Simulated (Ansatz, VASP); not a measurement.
# One calculation of W, two programs

```xyz
1
Lattice="-1.7510 1.6396 1.6396 1.6396 -1.7510 1.6396 1.6396 1.6396 -1.7510" Properties=species:S:1:pos:R:3 pbc="T T T"
W     0.0000    0.0000    0.0000
```

Change from the starting cell: equal engineering shear yz, xz and xy -0.0700, equal normal strain along x, y and z +0.0300.

Alike in both runs: task single point; functional PBE; k mesh 20 × 20 × 20; occupations gaussian, width 0.15 eV; no spin polarisation.

```csv
,VASP,Ansatz
version,VASP 6.6.1,Ansatz 0.2.0
potentials or method,"VASP PAW PBE potentials, release 64 (W_sv), cutoff 520 eV","scalar-relativistic, plane waves, PAW"
valence electrons in the cell,14,14
```

|  | VASP | Ansatz | Ansatz less VASP |
| --- | --- | --- | --- |
| gap on the k mesh at the Fermi level (eV) | none | none | - |
| pressure (GPa) | -18.8 | -19.1 | -0.31 |
| traceless stress, the component that is largest in VASP (GPa) | 9.75 | 9.61 | -0.141 |

A gap of «none» marks a metal or a gap that the smearing closes.

Neither program's run includes spin-orbit coupling.
